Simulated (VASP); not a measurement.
# KF (zincblende type) (F-43m) in VASP: further runs

KF (zincblende type) is run at these levels: PBE; tasks: relaxation of cell and atoms, single point.

All numbers are computed with VASP 6.6.1; they aren't measurements. Logs are shortened: lines on timing, memory, paths and dates and some standing lists are left out, and cuts for length are marked.

## 1. The cell of the first run

Symmetry: F-43m, No. 216, cubic system. Conventional cell: a = 5.177 Å, b = 5.177 Å, c = 5.177 Å, α = 90.00°, β = 90.00°, γ = 90.00°. K (site symmetry -43m) has 4 F at 2.24 Å within 3.0 Å. F (site symmetry -43m) has 4 K at 2.24 Å within 3.0 Å.

## 2. Relaxation of cell and atoms, PBE

File INCAR:

```
  PREC = Accurate
  ENCUT = 600
  EDIFF = 1E-7
  ISMEAR = -1
  SIGMA = 0.05
  LREAL = False
  LASPH = True
  NELM = 120
  ALGO = Normal
  ISIF = 3
  LWAVE = False
  LCHARG = False
  GGA = PE
  IBRION = 2
  NSW = 100
  EDIFFG = -0.005
  GGA_COMPAT = False
  NELMIN = 4
```

File KPOINTS:

```
regular mesh
0
Gamma
  11 11 11
```

File POSCAR:

```
KF
1.0
    0.0000000000      2.5884303890      2.5884303890
    2.5884303890      0.0000000000      2.5884303890
    2.5884303890      2.5884303890      0.0000000000
K F
1 1
Direct
    0.0000000000      0.0000000000      0.0000000000
    0.2500000000      0.2500000000      0.2500000000
```

Potentials or basis: VASP PAW PBE potentials, release 64 (K_sv, F).

Command:

```sh
> cat potpaw_PBE.64/K_sv/POTCAR potpaw_PBE.64/F/POTCAR > POTCAR
> mpirun -np 1 vasp_std > vasp.out
```

OUTCAR:

```text
PREC = Accurate
   ENCUT = 600
   EDIFF = 1E-7
   ISMEAR = -1
   LREAL = False
   LASPH = True
   NELM = 120
   ISIF = 3
   GGA = PE
   IBRION = 2
   NSW = 100
   EDIFFG = -0.005
   NELMIN = 4

 ion  position               nearest neighbor table
   1  0.000  0.000  0.000-   2 2.24   2 2.24   2 2.24   2 2.24
   2  0.250  0.250  0.250-   1 2.24   1 2.24   1 2.24   1 2.24

  LATTYP: Found a face centered cubic cell.
 ALAT       =     5.1768607780

  Lattice vectors:

 A1 = (   0.0000000000,   2.5884303890,   2.5884303890)
 A2 = (   2.5884303890,   0.0000000000,   2.5884303890)
 A3 = (   2.5884303890,   2.5884303890,   0.0000000000)

Analysis of symmetry for initial positions (statically):
=====================================================================
 Subroutine PRICEL returns:
 Original cell was already a primitive cell.

 Routine SETGRP: Setting up the symmetry group for a
 face centered cubic supercell.

 Subroutine GETGRP returns: Found 24 space group operations
 (whereof 24 operations were pure point group operations)
 out of a pool of 48 trial point group operations.

The static configuration has the point symmetry T_d .

Analysis of symmetry for dynamics (positions and initial velocities):
=====================================================================
 Subroutine PRICEL returns:
 Original cell was already a primitive cell.

 Routine SETGRP: Setting up the symmetry group for a
 face centered cubic supercell.

 Subroutine GETGRP returns: Found 24 space group operations
 (whereof 24 operations were pure point group operations)
 out of a pool of 48 trial point group operations.

The dynamic configuration has the point symmetry T_d .

 Subroutine INISYM returns: Found 24 space group operations
 (whereof 24 operations are pure point group operations),
 and found     1 'primitive' translations

----------------------------------------------------------------------------------------

                                     Primitive cell

  volume of cell :      34.6848

  direct lattice vectors                    reciprocal lattice vectors
     0.000000000  2.588430389  2.588430389    -0.193167258  0.193167258  0.193167258
     2.588430389  0.000000000  2.588430389     0.193167258 -0.193167258  0.193167258
     2.588430389  2.588430389  0.000000000     0.193167258  0.193167258 -0.193167258

  length of vectors
     3.660593361  3.660593361  3.660593361     0.334575505  0.334575505  0.334575505

  position of ions in fractional coordinates (direct lattice)
     0.000000000  0.000000000  0.000000000
     0.250000000  0.250000000  0.250000000

  ion indices of the primitive-cell ions
   primitive index   ion index
                 1           1
                 2           2

----------------------------------------------------------------------------------------

 KPOINTS: regular mesh

Automatic generation of k-mesh.
 Grid dimensions read from file:
 generate k-points for:   11   11   11

 Generating k-lattice:

  Cartesian coordinates                     Fractional coordinates (reciprocal lattice)
    -0.017560660  0.017560660  0.017560660     0.090909091  0.000000000  0.000000000
     0.017560660 -0.017560660  0.017560660     0.000000000  0.090909091  0.000000000
     0.017560660  0.017560660 -0.017560660     0.000000000  0.000000000  0.090909091

  Length of vectors
     0.030415955  0.030415955  0.030415955

  Shift w.r.t. Gamma in fractional coordinates (k-lattice)
     0.000000000  0.000000000  0.000000000

 Subroutine IBZKPT returns following result:
 ===========================================

 Found     56 irreducible k-points:

 Following reciprocal coordinates:
            Coordinates               Weight
  0.000000  0.000000  0.000000      1.000000
  0.090909  0.000000  0.000000      8.000000
  0.181818  0.000000  0.000000      8.000000
  0.272727  0.000000  0.000000      8.000000
  0.363636  0.000000  0.000000      8.000000
  0.454545  0.000000  0.000000      8.000000
[... 16 lines left out ...]
 -0.272727  0.181818  0.000000     24.000000
 -0.181818  0.181818  0.000000     12.000000
 [... further k-points ...]
   k-points           NKPTS =     56   k-points in BZ     NKDIM =     56   number of bands    NBANDS=     12
   number of dos      NEDOS =    301   number of ions     NIONS =      2
   total plane-waves  NPLWV =  27000
   dimension x,y,z NGX =    30 NGY =   30 NGZ =   30
   dimension x,y,z NGXF=    60 NGYF=   60 NGZF=   60
   ions per type =               1   1
   NGX,Y,Z   is equivalent  to a cutoff of  13.62, 13.62, 13.62 a.u.
   NGXF,Y,Z  is equivalent  to a cutoff of  27.25, 27.25, 27.25 a.u.
 SYSTEM =  unknown system
   PREC   = accura    normal or accurate (medium, high low for compatibility)
   ISTART =      0    job   : 0-new  1-cont  2-samecut
   ICHARG =      2    charge: 1-file 2-atom 10-const
   ISPIN  =      1    spin polarized calculation?
   LNONCOLLINEAR =      F non collinear calculations
   LSORBIT =      F    spin-orbit coupling
   LASPH  =      T    aspherical Exc in radial PAW
   ENCUT  =  600.0 eV  44.10 Ry    6.64 a.u.   7.31  7.31  7.31*2*pi/ulx,y,z
   NELM   =    120;   NELMIN=  4; NELMDL= -5     # of ELM steps
   EDIFF  = 0.1E-06   stopping-criterion for ELM
   LREAL  =      F    real-space projection
   EDIFFG = -.5E-02   stopping-criterion for IOM
   NSW    =    100    number of steps for IOM
   IBRION =      2    ionic relax: 0-MD 1-quasi-New 2-CG
   NFREE  =      1    steps in history (QN), initial steepest desc. (CG)
   ISIF   =      3    stress and relaxation
   ISYM   =      2    0-nonsym 1-usesym 2-fastsym
   POTIM  = 0.5000    time-step for ionic-motion
   TEBEG  =    0.0;   TEEND  =   0.0 temperature during run
   PSTRESS=    0.0 pullay stress
   NELECT =      16.0000    total number of electrons
   NUPDOWN=      -1.0000    fix difference up-down
   EMIN   =  10.00;   EMAX   =-10.00  energy-range for DOS
   EFERMI =   0.00;   METHOD = LEGACY
   ISMEAR =    -1;   SIGMA  =   0.05  broadening in eV -4-tet -1-fermi 0-gaus
   EFERMI_NEDOS =   21; number of points for ismear=-14 and -15
   IALGO  =     38    algorithm
   IMIX   =      4    mixing-type and parameters
     AMIX     =   0.40;   BMIX     =  1.00
     AMIX_MAG =   1.60;   BMIX_MAG =  1.00
  volume/ion in A,a.u.               =      17.34       117.03
  Fermi-wavevector in a.u.,A,eV,Ry     =   1.264935  2.390381 21.770158  1.600061
  Thomas-Fermi vector in A             =   2.398215
   LORBIT       =      0    0 simple, 1 ext, 2 COOP (PROOUT), +10 PAW based schemes
   GGA     = PE    functional components
   LHFCALC =     F    Hartree Fock is set to
   AEXX    =    0.0000 exact exchange contribution
   IVDW    =     0    specifies the selected vdW correction
   LEPSILON=     F    determine dielectric tensor
   LRPA    =     F    only Hartree local field effects (RPA)
 conjugate gradient relaxation of ions
 non-spin polarized calculation
  energy-cutoff  :      600.00
  volume of cell :       34.68
 maximum number of plane-waves:      1179
 NGX is ok and might be reduce to    30
   NGX = 15   NGY = 15   NGZ = 15

--------------------------------------- Ionic step        1  -------------------------------------------

 number of electron      16.0000004 magnetization

 Free energy of the ion-electron system (eV)
  ---------------------------------------------------
  ext. energy  EPLUGINS =         0.00000000
  ---------------------------------------------------
  free energy    TOTEN  =        -7.23303267 eV

  energy without entropy =       -7.23303267  energy(sigma->0) =       -7.23303267

------------------------ aborting loop because EDIFF is reached ----------------------------------------

  FORCE on cell =-STRESS in cart. coord.  units (eV):
  Direction    XX          YY          ZZ          XY          YZ          ZX
  --------------------------------------------------------------------------------------
  -------------------------------------------------------------------------------------
  Total        4.9977055      4.9977055      4.9977055      0.0000000      0.0000000     -0.0000000
  in kB      230.8563227    230.8563227    230.8563227      0.0000000      0.0000000     -0.0000000
  external PRESSURE =     230.8563227 kB  Pullay stress =       0.0000000 kB
[... 93 lines left out ...]
  energy  without entropy=       -8.0790756114  energy(sigma->0) =       -8.07907561

--------------------------------------- Ionic step        4  -------------------------------------------

 number of electron      15.9999990 magnetization

 Free energy of the ion-electron system (eV)
  ---------------------------------------------------
  ext. energy  EPLUGINS =         0.00000000
  ---------------------------------------------------
  free energy    TOTEN  =        -8.09846436 eV

  energy without entropy =       -8.09846436  energy(sigma->0) =       -8.09846436

 E-fermi :  -2.5255     XC(G=0):  -6.9551

 val. band max:       -3.6906994276   @ k =  -0.3636   0.4545   0.1818
 cond. band min:       1.4325790850   @ k =   0.0000   0.0000   0.0000
 fundamental gap:      5.1232785126
 Fermi energy:        -2.5255131730

 k-point     1 :       0.0000    0.0000    0.0000
  band No.  band energies     occupation
      1     -29.9197      2.00000
      2     -22.1972      2.00000
      3     -13.3282      2.00000
      4     -13.3282      2.00000
      5     -13.3282      2.00000
      6      -3.8813      2.00000
      7      -3.8813      2.00000
      8      -3.8813      2.00000
      9       1.4326      0.00000
     10       8.0128      0.00000
     11       8.0128      0.00000
     12       8.1377      0.00000
[... 331 lines left out ...]
 k-point    24 :      -0.1818    0.1818    0.0000
  band No.  band energies     occupation
      1     -29.8945      2.00000
      2     -22.2482      2.00000
      3     -13.4252      2.00000
      4     -13.3519      2.00000
      5     -13.3388      2.00000
      6      -3.9594      2.00000
      7      -3.8288      2.00000
      8      -3.8186      2.00000
      9       2.9139      0.00000
     10       6.6923      0.00000
     11       7.1268      0.00000
     12       7.6005      0.00000

 [... further k-points ...]

------------------------ aborting loop because EDIFF is reached ----------------------------------------

  FORCE on cell =-STRESS in cart. coord.  units (eV):
  Direction    XX          YY          ZZ          XY          YZ          ZX
  --------------------------------------------------------------------------------------
  -------------------------------------------------------------------------------------
  Total       -0.0087634     -0.0087634     -0.0087634      0.0000000     -0.0000000      0.0000000
  in kB       -0.2730543     -0.2730543     -0.2730543      0.0000000     -0.0000000      0.0000000
  external PRESSURE =      -0.2730543 kB  Pullay stress =       0.0000000 kB
[... 17 lines left out ...]
  FREE ENERGIE OF THE ION-ELECTRON SYSTEM (eV)
  ---------------------------------------------------
  free  energy   TOTEN  =        -8.0984643573 eV

  energy  without entropy=       -8.0984643572  energy(sigma->0) =       -8.09846436

 reached required accuracy - stopping structural energy minimisation
```

Wall time 2.7 min (1 thread of Intel Xeon 8259CL, shared host); peak memory 0.19 GiB.

Results:

```yaml
Free_energy: -8.0985 eV
Relaxed_volume: 25.71 Å³/atom
Relaxed_cell: a = 4.174 Å, b = 4.174 Å, c = 4.174 Å, α = 60.00°, β = 60.00°, γ = 60.00°
Space_group_after_relaxing_to_0.1_Å: F-43m (No. 216)
Energy_gained_by_relaxing: 432.7 meV/atom
Ionic_steps: 4
Pressure_after_relaxing: 0.0 GPa
Band_gap_on_the_k_mesh: 5.12 eV (least direct gap 5.31 eV)
```

The path:
| step | energy change (eV) | largest force (eV/Å) | pressure (GPa) | volume (Å³) |
| --- | --- | --- | --- | --- |
| 1 | 0.0000 | 0.0000 | 23.09 | 34.68 |
| 2 | -0.8529 | 0.0000 | 1.61 | 48.80 |
| 3 | -0.8460 | 0.0000 | -1.77 | 54.77 |
| 4 | -0.8654 | 0.0000 | -0.03 | 51.42 |

Final structure:
```xyz
2
Lattice="0.0000 2.9514 2.9514 2.9514 0.0000 2.9514 2.9514 2.9514 0.0000" Properties=species:S:1:pos:R:3 pbc="T T T"
K     0.0000    0.0000    0.0000
F     1.4757    1.4757    1.4757
```

Caveat: the volume moved by over 15 % at a fixed basis, so the end points are rough; an odd mesh through Γ misses points on the zone boundary, where band edges can lie.

## 3. Single point, PBE (25.27 Å³/atom)

This run uses another cell than the first one, of 25.27 Å³/atom.

File INCAR:

```
SYSTEM = KF
  PREC = Accurate
  ENCUT = 600
  EDIFF = 1E-6
  ISMEAR = -1
  SIGMA = 0.05
  LREAL = .False.
  LASPH = .True.
  NELM = 120
  ALGO = Normal
  ISIF = 2
  LWAVE = .False.
  LCHARG = .True.
  GGA = PE
  LELF = .True.
  LVHAR = .True.
  NBANDS = 15
  GGA_COMPAT = .False.
```

File KPOINTS:

```
regular mesh
0
Gamma
  11 11 11
  0 0 0
```

File POSCAR:

```
KF
1.0
    0.0000000000      2.9345970518      2.9345970518
    2.9345970518      0.0000000000      2.9345970518
    2.9345970518      2.9345970518      0.0000000000
K F
1 1
Direct
    0.0000000000      0.0000000000      0.0000000000
    0.2500000000      0.2500000000      0.2500000000
```

Potentials or basis: VASP PAW PBE potentials, release 64 (K_sv, F).

Command:

```sh
> cat potpaw_PBE.64/K_sv/POTCAR potpaw_PBE.64/F/POTCAR > POTCAR
> mpirun -np 1 vasp_std > vasp.out
```

Wall time 55 s (1 thread of Intel Xeon Platinum 8488C (Sapphire Rapids), shared host); peak memory 0.22 GiB.

The run converged. Its results:

```
Free energy            : -8.1228 eV
Pressure               : 0.9 GPa
Band gap on the k mesh : 5.17 eV (least direct gap 5.37 eV)
```

Levels at points of the mesh, in eV from the valence-band top:
```csv
k point,band 6,band 7,band 8,band 9,band 10,band 11
"(0.00, 0.00, 0.00)",-0.20,-0.20,-0.20,5.17,11.77,11.77
```

Caveat: an odd mesh through Γ misses points on the zone boundary, where band edges can lie.
